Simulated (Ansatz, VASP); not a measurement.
## KCl in VASP and in Ansatz

Contents of INCAR:

```
SYSTEM = KCl
PREC     = Accurate       ! precision mode
ENCUT    = 520            ! plane-wave cutoff, eV
EDIFF    = 1E-8           ! SCF threshold, eV
ISMEAR   = -1             ! smearing method
SIGMA    = 0.03           ! smearing width, eV
LREAL    = .False.        ! projectors in reciprocal space
LASPH    = .True.         ! aspherical terms in the spheres
NELM     = 100            ! most SCF steps
ALGO     = Normal         ! electronic algorithm
ISIF     = 2              ! what is computed and relaxed
LWAVE    = .False.        ! write WAVECAR
LCHARG   = .False.        ! write CHGCAR
GGA      = PS             ! functional
LEFG     = .True.       
NBANDS   = 15             ! bands
```

File KPOINTS:

```
Automatic mesh
0
Gamma
  7 7 7
  0 0 0
```

The input POSCAR:

```
KCl
1.0
    0.0000000000      3.2192220000      3.1561000000
    3.2192220000      0.0000000000      3.1561000000
    3.2192220000      3.2192220000      0.0000000000
K Cl
1 1
Direct
    0.0000000000      0.0000000000      0.0000000000
    0.5000000000      0.5000000000      0.5000000000
```

Input for Ansatz:

```yaml
crystal:
  lattice:
    - [0.0, 3.219222, 3.1561]
    - [3.219222, 0.0, 3.1561]
    - [3.219222, 3.219222, 0.0]
  atoms:
    - { symbol: K, position: [0.0, 0.0, 0.0] }
    - { symbol: Cl, position: [0.5, 0.5, 0.5] }
kpoints:
  mp_grid: { grid: [7, 7, 7] }
scf:
  occupations: { method: fermi_dirac, width: 0.03 }
hamiltonian:
  xc: pbesol
  pseudopotentials: { kind: all_electron, datasets: crystal }
output:
  forces: true
  stress: true
  eigenvalues: true
  efg: { contact_densities: true }
```

Change from the starting cell: equal xx and yy strain of +2 %, crystal datasets.

Alike in both runs: task electric field gradients; functional PBEsol; k mesh 7 × 7 × 7; occupations fermi-dirac, width 0.03 eV; no spin polarisation.

|  | VASP | Ansatz |
| --- | --- | --- |
| version | VASP 6.6.1 | Ansatz 0.2.0 |
| potentials or method | VASP PAW PBE potentials, release 64 (K_sv, Cl), cutoff 520 eV | all-electron PAW with datasets made for the crystal, scalar-relativistic |

```tsv
	VASP	Ansatz	Ansatz less VASP
gap on the k mesh at the Fermi level (eV)	4.87	4.87	+0.004
pressure (GPa)	-1.1	-1.1	-0.03
traceless stress, the component that is largest in VASP (GPa)	0.34	0.33	-0.009
size of Vzz on the site where it differs most (V/Å²)	3.4	3.3	-0.08
```

VASP's potentials were made for PBE, not for PBEsol. Ansatz ran all-electron here, and VASP with PAW potentials.
